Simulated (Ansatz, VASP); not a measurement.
**HfN in VASP and in Ansatz**

```
Hf N
1.0
     0.00000    2.25600    2.25600
     2.25600    0.00000    2.25600
     2.25600    2.25600    0.00000
Hf N
1 1
Direct
  0.00000 0.00000 0.00000
  0.50000 0.50000 0.50000
```

Alike in both runs: task single point; functional PBE; k mesh 10 × 10 × 10; occupations gaussian, width 0.012 eV; no spin polarisation.

|  | VASP | Ansatz |
| --- | --- | --- |
| version | VASP 6.6.1 | Ansatz 0.2.0 |
| potentials or method | VASP PAW PBE potentials, release 64 (Hf_pv, N), cutoff 600 eV | all-electron LAPW, scalar-relativistic |

Ansatz gave:

```
gap on the k mesh at the Fermi level (eV) : none
pressure (GPa)                            : 6.7
```

Q: Which values does VASP return?

A: gap on the k mesh at the Fermi level (eV): none; pressure (GPa): 4.1.

A gap of «none» marks a metal or a gap that the smearing closes. Ansatz ran all-electron here, and VASP with PAW potentials.

Neither program's run includes spin-orbit coupling.
